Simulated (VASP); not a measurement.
# P in VASP: notebook, part 2 of 3

VASP 6.6.1. The steps go on from the part before.

## 3. Electric field gradients, PBEsol

This run uses another cell than the first one, of 79.93 Å³/atom.

Contents of INCAR:

```
SYSTEM = P
ALGO = Normal
EDIFF = 1E-8
ENCUT = 520
GGA = PS
ISIF = 2
ISMEAR = -1
LASPH = .True.
LCHARG = .False.
LEFG = .True.
LREAL = .False.
LWAVE = .False.
NBANDS = 8
NELM = 100
PREC = Accurate
SIGMA = 0.08
```

Contents of KPOINTS:

```
k-points
0
Gamma
  10 10 9
  0 0 0
```

Contents of POSCAR:

```
P
1.0
    4.2729048574      0.0000000000      0.0000000000
    0.0000000000      4.2729048574      0.0000000000
    0.0000000000      0.0000000000      4.3780000000
P
1
Direct
    0.0000000000      0.0000000000      0.0000000000
```

Potentials or basis: VASP PAW PBE potentials, release 64 (P).

Launch:

```bash
cat potpaw_PBE.64/P/POTCAR > POTCAR
mpirun -np 1 vasp_std > vasp.out
```

OUTCAR:

```text
SYSTEM = P
   EDIFF = 1E-8
   ENCUT = 520
   GGA = PS
   ISIF = 2
   ISMEAR = -1
   LASPH = .True.
   LREAL = .False.
   NELM = 100
   PREC = Accurate

 ion  position               nearest neighbor table
   1  0.000  0.000  0.000-

  LATTYP: Found a simple tetragonal cell.
 ALAT       =     4.2729048574
 C/A-ratio  =     1.0245957132

  Lattice vectors:

 A1 = (   4.2729048574,   0.0000000000,   0.0000000000)
 A2 = (   0.0000000000,   4.2729048574,   0.0000000000)
 A3 = (   0.0000000000,   0.0000000000,   4.3780000000)

Analysis of symmetry for initial positions (statically):
=====================================================================
 Subroutine PRICEL returns:
 Original cell was already a primitive cell.

 Routine SETGRP: Setting up the symmetry group for a
 simple tetragonal supercell.

 Subroutine GETGRP returns: Found 16 space group operations
 (whereof 16 operations were pure point group operations)
 out of a pool of 16 trial point group operations.

The static configuration has the point symmetry D_4h.

Analysis of symmetry for dynamics (positions and initial velocities):
=====================================================================
 Subroutine PRICEL returns:
 Original cell was already a primitive cell.

 Routine SETGRP: Setting up the symmetry group for a
 simple tetragonal supercell.

 Subroutine GETGRP returns: Found 16 space group operations
 (whereof 16 operations were pure point group operations)
 out of a pool of 16 trial point group operations.

The dynamic configuration has the point symmetry D_4h.
[... 146 lines left out ...]

 val. band max:       -3.0767978275   @ k =   0.4000   0.3000   0.4444
 cond. band min:      -3.0682715614   @ k =   0.2000   0.0000   0.1111
 fundamental gap:      0.0085262661
 Fermi energy:        -3.0693610657

 k-point     1 :       0.0000    0.0000    0.0000
  band No.  band energies     occupation
      1     -11.8037      2.00000
      2      -2.6257      0.00778
      3      -2.5173      0.00201
      4      -2.5173      0.00201
      5       1.5548      0.00000
      6       4.3655      0.00000
      7       4.4465      0.00000
      8       8.9673      0.00000
[... 243 lines left out ...]
 k-point    24 :       0.2000    0.0000    0.1111
  band No.  band energies     occupation
      1     -11.7308      2.00000
      2      -3.0683      0.99319
      3      -2.7426      0.03312
      4      -2.4551      0.00093
      5       2.3055      0.00000
      6       4.7114      0.00000
      7       5.0404      0.00000
      8       7.0204      0.00000

 [... further k-points ...]
[... 5 lines left out ...]
  --------------------------------------------------------------------------------------
  -------------------------------------------------------------------------------------
  Total       -1.9676031     -1.9676031     -1.7336658      0.0000000      0.0000000      0.0000000
  in kB      -39.4389982    -39.4389982    -34.7499169      0.0000000      0.0000000      0.0000000
  external PRESSURE =     -37.8759711 kB  Pullay stress =       0.0000000 kB

 VOLUME and BASIS-vectors are now :
 -----------------------------------------------------------------------------
  energy-cutoff  :      520.00
  volume of cell :       79.93
      direct lattice vectors                 reciprocal lattice vectors
     4.272904857  0.000000000  0.000000000     0.234032826  0.000000000  0.000000000
     0.000000000  4.272904857  0.000000000     0.000000000  0.234032826  0.000000000
     0.000000000  0.000000000  4.378000000     0.000000000  0.000000000  0.228414801

 POSITION                                       TOTAL-FORCE (eV/Angst)
 -----------------------------------------------------------------------------------
      0.00000      0.00000      0.00000         0.000000      0.000000      0.000000
 -----------------------------------------------------------------------------------
    total drift:                                0.000000      0.000000      0.000000

  FREE ENERGIE OF THE ION-ELECTRON SYSTEM (eV)
  ---------------------------------------------------
  free  energy   TOTEN  =        -1.2058536135 eV

  energy  without entropy=       -1.1329871553  energy(sigma->0) =       -1.16942038

 Electric field gradients (V/A^2)
---------------------------------------------------------------------
 ion       V_xx      V_yy      V_zz      V_xy      V_xz      V_yz
---------------------------------------------------------------------
   1       0.377     0.377    -0.753    -0.000    -0.000     0.000
---------------------------------------------------------------------

 Electric field gradients after diagonalization (V/A^2)
 (convention: |V_zz| > |V_xx| > |V_yy|)
----------------------------------------------------------------------
 ion       V_xx      V_yy      V_zz     asymmetry (V_yy - V_xx)/ V_zz
----------------------------------------------------------------------
   1       0.377     0.377    -0.753       0.000
----------------------------------------------------------------------

           NMR quadrupolar parameters

 Cq : quadrupolar parameter    Cq=e*Q*V_zz/h
 eta: asymmetry parameters     (V_yy - V_xx)/ V_zz
 Q  : nuclear electric quadrupole moment in mb (millibarn)
----------------------------------------------------------------------
 ion       Cq(MHz)       eta       Q (mb)
----------------------------------------------------------------------
   1      -0.002       0.000       1.000
----------------------------------------------------------------------
```

OSZICAR:

```text
N       E                     dE             d eps       ncg     rms          rms(c)
DAV:   1     0.804045770273E+01    0.80405E+01   -0.12669E+03  1680   0.354E+02
DAV:   2    -0.768107895563E+00   -0.88086E+01   -0.86839E+01  2328   0.462E+01
DAV:   3    -0.121995436615E+01   -0.45185E+00   -0.43672E+00  2008   0.107E+01
DAV:   4    -0.122433377148E+01   -0.43794E-02   -0.43764E-02  2984   0.124E+00
DAV:   5    -0.122433826899E+01   -0.44975E-05   -0.44970E-05  2328   0.315E-02    0.595E-01
DAV:   6    -0.120828048573E+01    0.16058E-01   -0.28376E-02  2160   0.634E-01    0.320E-01
DAV:   7    -0.120484714938E+01    0.34333E-02   -0.27427E-02  2128   0.652E-01    0.153E-01
DAV:   8    -0.120577726807E+01   -0.93012E-03   -0.10852E-03  2176   0.159E-01    0.260E-02
DAV:   9    -0.120579824265E+01   -0.20975E-04   -0.12858E-05  2792   0.204E-02    0.849E-03
DAV:  10    -0.120584874621E+01   -0.50504E-04   -0.66008E-05  1872   0.349E-02    0.215E-03
DAV:  11    -0.120585340604E+01   -0.46598E-05   -0.96105E-06  1936   0.127E-02    0.144E-03
DAV:  12    -0.120585343284E+01   -0.26805E-07   -0.39575E-07  2384   0.266E-03    0.410E-04
DAV:  13    -0.120585359680E+01   -0.16396E-06   -0.27311E-07  1944   0.245E-03    0.273E-04
DAV:  14    -0.120585362118E+01   -0.24375E-07   -0.39122E-09  2896   0.355E-04    0.534E-05
DAV:  15    -0.120585361352E+01    0.76615E-08   -0.17463E-09  2120   0.217E-04
   1 F= -.12058536E+01 E0= -.11694204E+01  d E =-.728665E-01
```

Wall time 55 s (1 thread of Intel Xeon 8259CL, shared host); peak memory 0.21 GiB.

Results:

```
Free energy                             : -1.2059 eV
Pressure                                : -3.8 GPa
Band gap on the k mesh                  : zero (an odd number of electrons rules out a gap without spin polarisation)
Largest electric field gradient by atom : P -0.8 V/Å²
```

Electric field gradients, principal values (V/Å²):
```tsv
atom	least	middle	greatest (by size)
1 P	0.377	0.377	-0.753
```

Caveat: the cell stands under tension; without QUAD_EFG the Cq values of the log hold for a quadrupole moment of 1 mb, not for the nuclei; the PAW data sets were made with another functional, which shifts forces and pressure a little.

## 4. Single point, PBEsol

This run uses another cell than the first one, of 79.93 Å³/atom.

POSCAR is that of step 3.

Contents of INCAR.step1:

```
PREC     = Accurate       # precision mode
ENCUT    = 520            # plane-wave cutoff, eV
EDIFF    = 1E-6           # SCF threshold, eV
ISMEAR   = -1             # smearing method
SIGMA    = 0.08           # smearing width, eV
LREAL    = F              # projectors in reciprocal space
LASPH    = T              # aspherical terms in the spheres
NELM     = 100            # most SCF steps
ALGO     = Normal         # electronic algorithm
ISIF     = 2              # what is computed and relaxed
LWAVE    = F              # write WAVECAR
LCHARG   = T              # write CHGCAR
GGA      = PS             # functional
NBANDS   = 8              # bands
```

Contents of KPOINTS.step1:

```
regular mesh
0
Gamma
  10 10 9
```

Contents of INCAR.step2:

```
PREC     = Accurate       # precision mode
ENCUT    = 520            # plane-wave cutoff, eV
EDIFF    = 1E-6           # SCF threshold, eV
ISMEAR   = -5             # smearing method
SIGMA    = 0.08           # smearing width, eV
LREAL    = F              # projectors in reciprocal space
LASPH    = T              # aspherical terms in the spheres
NELM     = 100            # most SCF steps
ALGO     = Normal         # electronic algorithm
ISIF     = 2              # what is computed and relaxed
LWAVE    = F              # write WAVECAR
LCHARG   = F              # write CHGCAR
GGA      = PS             # functional
LORBIT   = 10             # projections on sites
NBANDS   = 8              # bands
NEDOS    = 1001           # points of the DOS
ICHARG   = 11             # starting density
```

Contents of KPOINTS.step2:

```
regular mesh
0
Gamma
  15 15 14
```

Potentials or basis: VASP PAW PBE potentials, release 64 (P).

Launch:

```bash
cat potpaw_PBE.64/P/POTCAR > POTCAR
cp INCAR.step1 INCAR
cp KPOINTS.step1 KPOINTS
mpirun -np 1 vasp_std > vasp.out
cp INCAR.step2 INCAR
cp KPOINTS.step2 KPOINTS
mpirun -np 1 vasp_std > vasp.out
```

OUTCAR:

```text
PREC = Accurate
   ENCUT = 520
   EDIFF = 1E-6
   ISMEAR = -5
   LREAL = F
   LASPH = T
   NELM = 100
   ISIF = 2
   GGA = PS
   LORBIT = 10
   ICHARG = 11

 ion  position               nearest neighbor table
   1  0.000  0.000  0.000-

  LATTYP: Found a simple tetragonal cell.
 ALAT       =     4.2729048574
 C/A-ratio  =     1.0245957132

  Lattice vectors:

 A1 = (   4.2729048574,   0.0000000000,   0.0000000000)
 A2 = (   0.0000000000,   4.2729048574,   0.0000000000)
[... 441 lines left out ...]
      4      -2.4655      0.00000
      5       3.1997      0.00000
      6       4.6268      0.00000
      7       5.6230      0.00000
      8       6.5436      0.00000

 [... further k-points ...]
[... 5 lines left out ...]
  --------------------------------------------------------------------------------------
  -------------------------------------------------------------------------------------
  Total       -2.0753727     -2.0753727     -1.8864553      0.0000000     -0.0000000      0.0000000
  in kB      -41.5991515    -41.5991515    -37.8124562      0.0000000     -0.0000000      0.0000000
  external PRESSURE =     -40.3369197 kB  Pullay stress =       0.0000000 kB

 VOLUME and BASIS-vectors are now :
 -----------------------------------------------------------------------------
  energy-cutoff  :      520.00
  volume of cell :       79.93
      direct lattice vectors                 reciprocal lattice vectors
     4.272904857  0.000000000  0.000000000     0.234032826  0.000000000  0.000000000
     0.000000000  4.272904857  0.000000000     0.000000000  0.234032826  0.000000000
     0.000000000  0.000000000  4.378000000     0.000000000  0.000000000  0.228414801

 POSITION                                       TOTAL-FORCE (eV/Angst)
 -----------------------------------------------------------------------------------
      0.00000      0.00000      0.00000         0.000000      0.000000      0.000000
 -----------------------------------------------------------------------------------
    total drift:                                0.000000      0.000000     -0.000000

  FREE ENERGIE OF THE ION-ELECTRON SYSTEM (eV)
  ---------------------------------------------------
  free  energy   TOTEN  =        -1.1699757220 eV

  energy  without entropy=       -1.1699757220  energy(sigma->0) =       -1.16997572

 total charge

# of ion       s       p       d       tot
------------------------------------------
    1        1.163   1.077   0.000   2.241
```

OUTCAR.step1:

```text
PREC = Accurate
   ENCUT = 520
   EDIFF = 1E-6
   ISMEAR = -1
   LREAL = F
[... 481 lines left out ...]

 POSITION                                       TOTAL-FORCE (eV/Angst)
 -----------------------------------------------------------------------------------
      0.00000      0.00000      0.00000         0.000000      0.000000      0.000000
 -----------------------------------------------------------------------------------
    total drift:                               -0.000000      0.000000      0.000000

  FREE ENERGIE OF THE ION-ELECTRON SYSTEM (eV)
  ---------------------------------------------------
  free  energy   TOTEN  =        -1.2058534328 eV

  energy  without entropy=       -1.1329882549  energy(sigma->0) =       -1.16942084
```

OSZICAR.step1:

```text
N       E                     dE             d eps       ncg     rms          rms(c)
DAV:   1     0.804045770273E+01    0.80405E+01   -0.12669E+03  1680   0.354E+02
DAV:   2    -0.768107895563E+00   -0.88086E+01   -0.86839E+01  2328   0.462E+01
DAV:   3    -0.121995436615E+01   -0.45185E+00   -0.43672E+00  2008   0.107E+01
DAV:   4    -0.122433377148E+01   -0.43794E-02   -0.43764E-02  2984   0.124E+00
DAV:   5    -0.122433826899E+01   -0.44975E-05   -0.44970E-05  2328   0.315E-02    0.595E-01
DAV:   6    -0.120828048573E+01    0.16058E-01   -0.28376E-02  2160   0.634E-01    0.320E-01
DAV:   7    -0.120484714938E+01    0.34333E-02   -0.27427E-02  2128   0.652E-01    0.153E-01
DAV:   8    -0.120577726807E+01   -0.93012E-03   -0.10852E-03  2176   0.159E-01    0.260E-02
DAV:   9    -0.120579824265E+01   -0.20975E-04   -0.12858E-05  2792   0.204E-02    0.849E-03
DAV:  10    -0.120584874621E+01   -0.50504E-04   -0.66008E-05  1872   0.349E-02    0.215E-03
DAV:  11    -0.120585340604E+01   -0.46598E-05   -0.96105E-06  1936   0.127E-02    0.144E-03
DAV:  12    -0.120585343284E+01   -0.26805E-07   -0.39575E-07  2384   0.266E-03
   1 F= -.12058534E+01 E0= -.11694208E+01  d E =-.728652E-01
```

Wall time 2.1 min (1 thread of Intel Xeon 8259CL, shared host); peak memory 0.29 GiB.

What came out:

```
Valence electrons inside the program's atomic spheres : P 2.24
```

Caveat: the PAW data sets were made with another functional, which shifts forces and pressure a little; tetrahedron occupations give inexact forces and stress in metals.

(Part 2 of 3 ends here.)
